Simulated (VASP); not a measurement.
A run of VASP 6.6.1 is set up as follows.

INCAR

```
SYSTEM = K
ALGO = Normal ; EDIFF = 1E-7
ENCUT = 520 ; ISIF = 2
ISMEAR = -1 ; LASPH = .TRUE.
LCHARG = .FALSE. ; LREAL = .FALSE.
LWAVE = .FALSE. ; NBANDS = 20
NELM = 100 ; PREC = Accurate
SIGMA = 0.1
```

KPOINTS

```
k-points
0
G
  6 6 8
  0 0 0
```

Contents of POSCAR:

```
K
1.0
    6.9198466027      0.0000000000      0.0000000000
   -3.4599233014      5.9927629482      0.0000000000
    0.0000000000      0.0000000000      4.1214838779
K
3
Direct
    1.0000000000      1.0000000000      0.0000000000
    0.3333333333      0.6666666667      0.5000000000
    0.6666666667      0.3333333333      0.5000000000
```

Potentials or basis: VASP PAW LDA potentials, release 64 (K_sv).

Run with:

```console
$ cat potpaw_LDA.64/K_sv/POTCAR > POTCAR
$ mpirun -np 1 vasp_std > vasp.out
```

Question: What does it give for the band gap on the k mesh?

Answer: Zero (an odd number of electrons rules out a gap without spin polarisation).

Question: What does it give for the pressure?

Answer: 0.7 GPa.
